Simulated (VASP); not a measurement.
# WSe2 (R-3m) in VASP: single point with PBEsol

Aim: the single point of WSe2 with PBEsol.

All numbers are computed with VASP 6.6.1; they aren't measurements. Logs are shortened: lines on timing, memory, paths and dates and some standing lists are left out, and cuts for length are marked.

**1. The cell of the first run**

It takes space group R-3m (No. 166, trigonal). The conventional cell has a = 3.235 Å, b = 3.235 Å, c = 19.469 Å, α = 90.00°, β = 90.00°, γ = 120.00°. Within 3.4 Å of W (site symmetry -3m) lie 6 Se at 2.54 Å and 6 W at 3.23 Å. Within 3.4 Å of Se (site symmetry 3m) lie 3 W at 2.54 Å and 6 Se at 3.23 Å.

**2. Single point, PBEsol, collinear spin**

Contents of INCAR:

```
  PREC = Accurate
  ENCUT = 500
  EDIFF = 1E-6
  ISMEAR = 0
  SIGMA = 0.05
  LREAL = False
  LASPH = True
  NELM = 200
  ALGO = Normal
  ISIF = 2
  LWAVE = False
  LCHARG = True
  ISPIN = 2
  MAGMOM = 0.05 0 0
  LORBIT = 11
  LMAXMIX = 4
  GGA = PS
  LELF = True
  LVHAR = True
  NBANDS = 24
  GGA_COMPAT = False
```

Contents of KPOINTS:

```
Automatic mesh
0
Gamma
  12 12 12
```

Contents of POSCAR:

```
WSe2
1.0
    1.6174804200      0.9338527559      6.4898293486
   -1.6174804200      0.9338527559      6.4898293486
    0.0000000000     -1.8677055118      6.4898293486
W Se
1 2
Direct
    0.0000000000      0.0000000000      0.0000000000
    0.2447873702      0.2447873702      0.2447873702
    0.7552126298      0.7552126298      0.7552126298
```

Potentials or basis: VASP PAW PBE potentials, release 64 (W_sv, Se).

Launch:

```
$ cat potpaw_PBE.64/W_sv/POTCAR potpaw_PBE.64/Se/POTCAR > POTCAR
$ mpirun -np 1 vasp_std > vasp.out
```

OUTCAR:

```text
PREC = Accurate
   ENCUT = 500
   EDIFF = 1E-6
   ISMEAR = 0
   LREAL = False
   LASPH = True
   NELM = 200
   ISIF = 2
   ISPIN = 2
   LORBIT = 11
   GGA = PS

 ion  position               nearest neighbor table
   1  0.000  0.000  0.000-   3 2.54   3 2.54   2 2.54   2 2.54   3 2.54   2 2.54
   2  0.245  0.245  0.245-   1 2.54   1 2.54   1 2.54
   3  0.755  0.755  0.755-   1 2.54   1 2.54   1 2.54

  LATTYP: Found a trigonal (rhomboedric) cell.
 ALAT       =     6.7532369167
 COS(alpha) =     0.8852681258

  Lattice vectors:

 A1 = (   1.6174804200,   0.9338527559,   6.4898293486)
 A2 = (  -1.6174804200,   0.9338527559,   6.4898293486)
 A3 = (   0.0000000000,  -1.8677055118,   6.4898293486)

Analysis of symmetry for initial positions (statically):
=====================================================================
 Subroutine PRICEL returns:
 Original cell was already a primitive cell.

 Routine SETGRP: Setting up the symmetry group for a
 trigonal (rhombohedral) supercell.

 Subroutine GETGRP returns: Found 12 space group operations
 (whereof 12 operations were pure point group operations)
 out of a pool of 12 trial point group operations.

The static configuration has the point symmetry D_3d.

Analysis of symmetry for dynamics (positions and initial velocities):
=====================================================================
 Subroutine PRICEL returns:
 Original cell was already a primitive cell.

 Routine SETGRP: Setting up the symmetry group for a
 trigonal (rhombohedral) supercell.

 Subroutine GETGRP returns: Found 12 space group operations
 (whereof 12 operations were pure point group operations)
 out of a pool of 12 trial point group operations.

The dynamic configuration has the point symmetry D_3d.

Analysis of structural, dynamic, and magnetic symmetry:
=====================================================================
 Subroutine PRICEL returns:
 Original cell was already a primitive cell.

 Routine SETGRP: Setting up the symmetry group for a
 trigonal (rhombohedral) supercell.

 Subroutine GETGRP returns: Found 12 space group operations
 (whereof 12 operations were pure point group operations)
 out of a pool of 12 trial point group operations.

The overall configuration has the point symmetry D_3d.

 Subroutine INISYM returns: Found 12 space group operations
 (whereof 12 operations are pure point group operations),
 and found     1 'primitive' translations

----------------------------------------------------------------------------------------

                                     Primitive cell

  volume of cell :      58.8169

  direct lattice vectors                    reciprocal lattice vectors
     1.617480420  0.933852756  6.489829349     0.309122753  0.178472105  0.051362419
    -1.617480420  0.933852756  6.489829349    -0.309122753  0.178472105  0.051362419
     0.000000000 -1.867705512  6.489829349     0.000000000 -0.356944209  0.051362419

  length of vectors
     6.753236917  6.753236917  6.753236917     0.360620668  0.360620668  0.360620668

  position of ions in fractional coordinates (direct lattice)
     0.000000000  0.000000000  0.000000000
     0.244787370  0.244787370  0.244787370
     0.755212630  0.755212630  0.755212630

  ion indices of the primitive-cell ions
   primitive index   ion index
                 1           1
                 2           2
                 3           3

----------------------------------------------------------------------------------------

 KPOINTS: Automatic mesh

Automatic generation of k-mesh.
 Grid dimensions read from file:
 generate k-points for:   12   12   12

 Generating k-lattice:

  Cartesian coordinates                     Fractional coordinates (reciprocal lattice)
     0.025760229  0.014872675  0.004280202     0.083333333 -0.000000000 -0.000000000
    -0.025760229  0.014872675  0.004280202    -0.000000000  0.083333333 -0.000000000
     0.000000000 -0.029745351  0.004280202    -0.000000000 -0.000000000  0.083333333

  Length of vectors
     0.030051722  0.030051722  0.030051722

  Shift w.r.t. Gamma in fractional coordinates (k-lattice)
     0.000000000  0.000000000  0.000000000

 Subroutine IBZKPT returns following result:
 ===========================================

 Found    189 irreducible k-points:

 Following reciprocal coordinates:
            Coordinates               Weight
  0.000000  0.000000  0.000000      1.000000
  0.083333 -0.000000  0.000000      6.000000
  0.166667  0.000000  0.000000      6.000000
  0.250000 -0.000000  0.000000      6.000000
  0.333333  0.000000  0.000000      6.000000
  0.416667  0.000000  0.000000      6.000000
[... 16 lines left out ...]
  0.500000  0.166667  0.000000     12.000000
 -0.416667  0.166667 -0.000000     12.000000
 [... further k-points ...]
   k-points           NKPTS =    189   k-points in BZ     NKDIM =    189   number of bands    NBANDS=     24
   number of dos      NEDOS =    301   number of ions     NIONS =      3
   total plane-waves  NPLWV = 125000
   dimension x,y,z NGX =    50 NGY =   50 NGZ =   50
   dimension x,y,z NGXF=   100 NGYF=  100 NGZF=  100
   ions per type =               1   2
   NGX,Y,Z   is equivalent  to a cutoff of  12.31, 12.31, 12.31 a.u.
   NGXF,Y,Z  is equivalent  to a cutoff of  24.62, 24.62, 24.62 a.u.
 SYSTEM =  unknown system
   PREC   = accura    normal or accurate (medium, high low for compatibility)
   ISTART =      0    job   : 0-new  1-cont  2-samecut
   ICHARG =      2    charge: 1-file 2-atom 10-const
   ISPIN  =      2    spin polarized calculation?
   LNONCOLLINEAR =      F non collinear calculations
   LSORBIT =      F    spin-orbit coupling
   LASPH  =      T    aspherical Exc in radial PAW
   ENCUT  =  500.0 eV  36.75 Ry    6.06 a.u.  12.31 12.31 12.31*2*pi/ulx,y,z
   NELM   =    200;   NELMIN=  2; NELMDL= -5     # of ELM steps
   EDIFF  = 0.1E-05   stopping-criterion for ELM
   LREAL  =      F    real-space projection
   EDIFFG = 0.1E-04   stopping-criterion for IOM
   NSW    =      0    number of steps for IOM
   IBRION =     -1    ionic relax: 0-MD 1-quasi-New 2-CG
   NFREE  =      0    steps in history (QN), initial steepest desc. (CG)
   ISIF   =      2    stress and relaxation
   ISYM   =      2    0-nonsym 1-usesym 2-fastsym
   POTIM  = 0.5000    time-step for ionic-motion
   TEBEG  =    0.0;   TEEND  =   0.0 temperature during run
   PSTRESS=    0.0 pullay stress
   NELECT =      26.0000    total number of electrons
   NUPDOWN=      -1.0000    fix difference up-down
   EMIN   =  10.00;   EMAX   =-10.00  energy-range for DOS
   EFERMI =   0.00;   METHOD = LEGACY
   ISMEAR =     0;   SIGMA  =   0.05  broadening in eV -4-tet -1-fermi 0-gaus
   EFERMI_NEDOS =   21; number of points for ismear=-14 and -15
   IALGO  =     38    algorithm
   IMIX   =      4    mixing-type and parameters
     AMIX     =   0.40;   BMIX     =  1.00
     AMIX_MAG =   1.60;   BMIX_MAG =  1.00
  volume/ion in A,a.u.               =      19.61       132.31
  Fermi-wavevector in a.u.,A,eV,Ry     =   1.247092  2.356663 21.160317  1.555239
  Thomas-Fermi vector in A             =   2.381240
   LORBIT       =     11    0 simple, 1 ext, 2 COOP (PROOUT), +10 PAW based schemes
   GGA     = PS    functional components
   LHFCALC =     F    Hartree Fock is set to
   AEXX    =    0.0000 exact exchange contribution
   IVDW    =     0    specifies the selected vdW correction
   LEPSILON=     F    determine dielectric tensor
   LRPA    =     F    only Hartree local field effects (RPA)
 spin polarized calculation
 Gauss-broadening in eV      SIGMA  =   0.05
  energy-cutoff  :      500.00
  volume of cell :       58.82
 maximum number of plane-waves:      1510
 NGX is ok and might be reduce to    50
   NGX = 25   NGY = 25   NGZ = 25

 number of electron      26.0000000 magnetization      -0.0000541

 number of electron      26.0000000 magnetization       0.0000028

 Free energy of the ion-electron system (eV)
  ---------------------------------------------------
  ext. energy  EPLUGINS =         0.00000000
  ---------------------------------------------------
  free energy    TOTEN  =       -22.55108345 eV

  energy without entropy =      -22.54983284  energy(sigma->0) =      -22.55045814

 E-fermi :   6.9230     XC(G=0): -11.1359

 val. band max:        6.9118968530   @ k =   0.5000   0.3333   0.1667
 cond. band min:       6.9232171575   @ k =  -0.1667   0.5000   0.0833
 fundamental gap:      0.0113203045
 Fermi energy:         6.9230408976

 spin component 1

 k-point     1 :       0.0000    0.0000    0.0000
  band No.  band energies     occupation
      1     -67.7482      1.00000
      2     -31.9623      1.00000
      3     -31.8773      1.00000
      4     -31.8773      1.00000
      5      -8.8882      1.00000
      6      -7.3692      1.00000
[... 16 lines left out ...]
     23      17.7567      0.00000
     24      19.4383      0.00000

 k-point     2 :       0.0833   -0.0000    0.0000
  band No.  band energies     occupation
      1     -67.7473      1.00000
      2     -31.9587      1.00000
      3     -31.8961      1.00000
      4     -31.8817      1.00000
      5      -8.7708      1.00000
      6      -7.3228      1.00000
[... 16 lines left out ...]
     23      17.7296      0.00000
     24      18.8767      0.00000

 k-point     3 :       0.1667    0.0000    0.0000
  band No.  band energies     occupation
      1     -67.7449      1.00000
      2     -31.9497      1.00000
      3     -31.9465      1.00000
      4     -31.8937      1.00000
      5      -8.4331      1.00000
      6      -7.1874      1.00000
[... 16 lines left out ...]
     23      17.9990      0.00000
     24      18.8056      0.00000
[... 514 lines left out ...]
 k-point    23 :       0.5000    0.1667    0.0000
  band No.  band energies     occupation
      1     -67.7350      1.00000
      2     -32.1171      1.00000
      3     -31.9787      1.00000
      4     -31.9091      1.00000
      5      -6.7432      1.00000
      6      -6.2778      1.00000
[... 16 lines left out ...]
     23      18.1774      0.00000
     24      18.9266      0.00000

 k-point    24 :      -0.4167    0.1667   -0.0000
  band No.  band energies     occupation
      1     -67.7342      1.00000
      2     -32.1289      1.00000
      3     -31.9863      1.00000
      4     -31.9060      1.00000
      5      -6.6232      1.00000
      6      -6.1163      1.00000
[... 16 lines left out ...]
     23      17.8515      0.00000
     24      18.4285      0.00000

 [... further k-points ...]

 spin component 2

 k-point     1 :       0.0000    0.0000    0.0000
  band No.  band energies     occupation
      1     -67.7482      1.00000
      2     -31.9623      1.00000
      3     -31.8773      1.00000
      4     -31.8773      1.00000
      5      -8.8882      1.00000
      6      -7.3692      1.00000
[... 16 lines left out ...]
     23      17.7567      0.00000
     24      19.4383      0.00000

 k-point     2 :       0.0833   -0.0000    0.0000
  band No.  band energies     occupation
      1     -67.7473      1.00000
      2     -31.9588      1.00000
      3     -31.8961      1.00000
      4     -31.8817      1.00000
      5      -8.7708      1.00000
      6      -7.3228      1.00000
[... 16 lines left out ...]
     23      17.7296      0.00000
     24      18.8767      0.00000

 k-point     3 :       0.1667    0.0000    0.0000
  band No.  band energies     occupation
      1     -67.7449      1.00000
      2     -31.9497      1.00000
      3     -31.9466      1.00000
      4     -31.8938      1.00000
      5      -8.4331      1.00000
      6      -7.1874      1.00000
[... 16 lines left out ...]
     23      17.9990      0.00000
     24      18.8056      0.00000
[... 514 lines left out ...]
 k-point    23 :       0.5000    0.1667    0.0000
  band No.  band energies     occupation
      1     -67.7350      1.00000
      2     -32.1171      1.00000
      3     -31.9788      1.00000
      4     -31.9091      1.00000
      5      -6.7432      1.00000
      6      -6.2778      1.00000
[... 16 lines left out ...]
     23      18.1774      0.00000
     24      18.9266      0.00000

 k-point    24 :      -0.4167    0.1667   -0.0000
  band No.  band energies     occupation
      1     -67.7342      1.00000
      2     -32.1289      1.00000
      3     -31.9863      1.00000
      4     -31.9060      1.00000
      5      -6.6232      1.00000
      6      -6.1163      1.00000
[... 16 lines left out ...]
     23      17.8515      0.00000
     24      18.4285      0.00000

 [... further k-points ...]

------------------------ aborting loop because EDIFF is reached ----------------------------------------

  FORCE on cell =-STRESS in cart. coord.  units (eV):
  Direction    XX          YY          ZZ          XY          YZ          ZX
  --------------------------------------------------------------------------------------
  -------------------------------------------------------------------------------------
  Total        0.1311718      0.1311718      0.1666879     -0.0000000     -0.0000000     -0.0000000
  in kB        3.5731328      3.5731328      4.5405944     -0.0000000     -0.0000000     -0.0000000
  external PRESSURE =       3.8956200 kB  Pullay stress =       0.0000000 kB

 VOLUME and BASIS-vectors are now :
 -----------------------------------------------------------------------------
  energy-cutoff  :      500.00
  volume of cell :       58.82
      direct lattice vectors                 reciprocal lattice vectors
     1.617480420  0.933852756  6.489829349     0.309122753  0.178472105  0.051362419
    -1.617480420  0.933852756  6.489829349    -0.309122753  0.178472105  0.051362419
     0.000000000 -1.867705512  6.489829349     0.000000000 -0.356944209  0.051362419

 POSITION                                       TOTAL-FORCE (eV/Angst)
 -----------------------------------------------------------------------------------
      0.00000      0.00000      0.00000        -0.000000     -0.000000     -0.000000
      0.00000      0.00000      4.76588         0.000000     -0.000000     -0.051705
      0.00000      0.00000     14.70360         0.000000      0.000000      0.051705
 -----------------------------------------------------------------------------------
    total drift:                                0.000000      0.000000     -0.000000

  FREE ENERGIE OF THE ION-ELECTRON SYSTEM (eV)
  ---------------------------------------------------
  free  energy   TOTEN  =       -22.5510834452 eV

  energy  without entropy=      -22.5498328384  energy(sigma->0) =      -22.55045814

 total charge

# of ion       s       p       d       tot
------------------------------------------
    1        2.312   6.278   3.401  11.991
    2        1.483   2.309   0.077   3.869
    3        1.483   2.309   0.077   3.869
--------------------------------------------------
tot          5.277  10.897   3.555  19.729

 magnetization (x)

# of ion       s       p       d       tot
------------------------------------------
    1        0.000  -0.000   0.000   0.000
    2        0.000  -0.000   0.000  -0.000
    3        0.000  -0.000   0.000  -0.000
--------------------------------------------------
tot          0.000  -0.000   0.000   0.000
```

It took 21 min on 1 thread of Intel Xeon Platinum 8488C (Sapphire Rapids), shared host; peak memory 0.69 GiB.

What came out:

| Property | Result |
| --- | --- |
| Free energy | -22.5511 eV |
| Pressure | 0.4 GPa |
| Largest force | 0.052 eV/Å |
| Band gap on the k mesh | zero (filled and empty bands overlap) |
| Net moment | 0.00 μB per cell |
| Valence electrons inside the program's atomic spheres | W 11.99; Se 3.87 |

Forces in eV/Å, atoms in the order of the input:
```
W    0.000  0.000  0.000
Se   0.000  0.000 -0.052
Se   0.000  0.000  0.052
```

Caveat: the PAW data sets were made with another functional, which shifts forces and pressure a little; spin-orbit coupling is left out, which moves the levels of the heavy elements.
